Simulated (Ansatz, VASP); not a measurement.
**Two plane-wave programs on Rb**

```
Rb
1.0
    -2.94630    2.94630    2.73585
     2.94630   -2.94630    2.73585
     2.94630    2.94630   -2.73585
Rb
1
Direct
  0.00000 0.00000 0.00000
```

Change from the starting cell: strain +0.050 along x and y, -0.025 along z, atoms carried along.

Alike in both runs: task single point; functional PBEsol; k mesh 12 × 12 × 12; occupations gaussian, width 0.15 eV; no spin polarisation.

|  | VASP | Ansatz |
| --- | --- | --- |
| version | VASP 6.6.1 | Ansatz 0.2.0 |
| potentials or method | VASP PAW PBE potentials, release 64 (Rb_sv), cutoff 520 eV | scalar-relativistic, plane waves, PAW |
| valence electrons in the cell | 9 | 9 |

```csv
,VASP,Ansatz,Ansatz less VASP
gap on the k mesh at the Fermi level (eV),none,none,-
pressure (GPa),-0.2,-0.2,0.00
```

VASP's potentials were made for PBE, not for PBEsol. A gap of «none» marks a metal or a gap that the smearing closes.
